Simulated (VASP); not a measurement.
BN:

```
CELL_PARAMETERS angstrom
0.00000 3.49532 2.16609
1.25163 0.00000 2.16609
1.25163 3.49532 0.00000
ATOMIC_POSITIONS crystal
B 0.00005 0.00005 0.99995
N 0.66665 0.66665 0.33335
```

```yaml
Program: VASP 6.6.1
Task: relaxation of cell and atoms
Functional: PBE
Potentials_or_basis: VASP PAW PBE potentials, release 64 (B_h, N_h)
Cutoff: 1330 eV
k_mesh: 6 × 6 × 6
Occupations: gaussian, width 0.02 eV
Spin: no spin polarisation
```

At the start: pressure 3.0 GPa; volume 9.48 Å³/atom.

**Question.** Where does the relaxation end?

**Answer.** Over 21 steps the energy falls by 6.4 meV/atom and the volume is 11.34 Å³/atom (+19.7 %); space group Fmm2 (No. 42, to 0.1 Å) before and after.

The path:
```
step  energy change (eV)  largest force (eV/Å)  pressure (GPa)  volume (Å³)
   1              0.0000                0.0091            2.97        18.95
   2              0.0033                0.0265           -4.00        19.44
   3             -0.0018                0.0050            0.28        19.13
   4             -0.0026                0.0105            0.26        19.21
   5             -0.0045                0.0575            0.20        19.45
   6             -0.0072                0.1522            0.12        19.93
   7             -0.0093                0.3457            0.06        20.89
   8             -0.0095                0.3263            0.06        20.92
   9             -0.0101                0.2683            0.06        21.00
  10             -0.0111                0.1532            0.05        21.16
  11             -0.0119                0.0738            0.07        21.47
  12             -0.0119                0.0829            0.06        21.48
  13             -0.0120                0.0794            0.07        21.52
  14             -0.0121                0.0687            0.09        21.62
  15             -0.0124                0.0474            0.11        21.83
  16             -0.0125                0.0044            0.15        22.25
  17             -0.0127                0.0443            0.03        22.43
  18             -0.0127                0.0783           -0.04        22.56
  19             -0.0128                0.0046           -0.08        22.71
  20             -0.0128                0.0067           -0.08        22.69
  21             -0.0128                0.0042            0.02        22.68
```

Final structure:
```
B N
1.0
     0.00000    4.15177    2.17482
     1.25578    0.00000    2.17482
     1.25578    4.15177    0.00000
B N
1 1
Direct
  0.00004 0.00004 0.99996
  0.66666 0.66666 0.33334
```

Caveat: the k points lie up to 0.50 Å⁻¹ apart in the final cell; the volume moved by over 15 % at a fixed basis, so the end points are rough.
